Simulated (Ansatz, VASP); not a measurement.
SiC in VASP and in Ansatz

```xyz
2
Lattice="0.0000 2.2209 2.2209 2.2209 0.0000 2.2209 2.2209 2.2209 0.0000" Properties=species:S:1:pos:R:3 pbc="T T T"
Si    0.0000    0.0000    0.0000
C     1.1104    1.1104    1.1104
```

Alike in both runs: task single point; functional r2SCAN; k mesh 10 × 10 × 10; occupations gaussian, width 0.02 eV; no spin polarisation.

```csv
,VASP,Ansatz
version,VASP 6.6.1,Ansatz 0.2.0
potentials or method,"VASP PAW PBE potentials, release 64 (Si, C), cutoff 660 eV","scalar-relativistic, plane waves, PAW"
valence electrons in the cell,8,8
```

VASP gave:

| Quantity | Value |
| --- | --- |
| gap on the k mesh at the Fermi level (eV) | 1.76 |
| least direct gap on the mesh (eV) | 4.98 |
| pressure (GPa) | -12.1 |

**Question.** Estimate Ansatz's values.

**Answer.** gap on the k mesh at the Fermi level (eV): 1.75; least direct gap on the mesh (eV): 4.97; pressure (GPa): -11.8.

VASP's potentials were made for PBE, not for r2SCAN. The functional is the same, so the differences come from potentials, cutoffs and numerics.
